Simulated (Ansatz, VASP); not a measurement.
One calculation of TaW2N4, two programs

```
CELL_PARAMETERS angstrom
3.03562 -4.14608 0.00000
3.03562 4.14608 0.00000
0.00000 0.00000 3.06083
ATOMIC_POSITIONS crystal
Ta 0.00000 0.00000 0.00000
W 0.00000 0.50000 0.50000
W 0.50000 0.00000 0.50000
N 0.24384 0.24384 0.50000
N 0.75616 0.75616 0.50000
N 0.73868 0.26132 0.00000
N 0.26132 0.73868 0.00000
```

Change from the starting cell: species swapped into the Li2MgBr4 type (Cmmm, No. 65).

Alike in both runs: functional PBE; k mesh 3 × 3 × 4; occupations gaussian, width 0.15 eV; no spin polarisation.

Ansatz relaxed the structure, and its values are those at the end. VASP's run is a single point on that final structure, the one shown.

```csv
,VASP,Ansatz
version,VASP 6.6.1,Ansatz 0.2.0
potentials or method,"VASP PAW PBE potentials, release 64 (Ta_pv, W_sv, N), cutoff 520 eV","scalar-relativistic, plane waves, PAW"
valence electrons in the cell,59,61
```

```csv
,VASP,Ansatz,Ansatz less VASP
gap on the k mesh at the Fermi level (eV),none,none,-
pressure (GPa),1.0,-0.1,-1.07
rms of the force components (eV/Å),0.013,0.003,-0.0102
```

A gap of «none» marks a metal or a gap that the smearing closes. With one functional, cell and mesh, what is left measures potentials, basis and numerics. VASP's potentials hold 59 valence electrons a cell and Ansatz's 61, so a difference there can come from the potentials and not from the codes.

The k mesh is coarse, so the values compare programs but aren't converged. Spin-orbit coupling is off throughout.
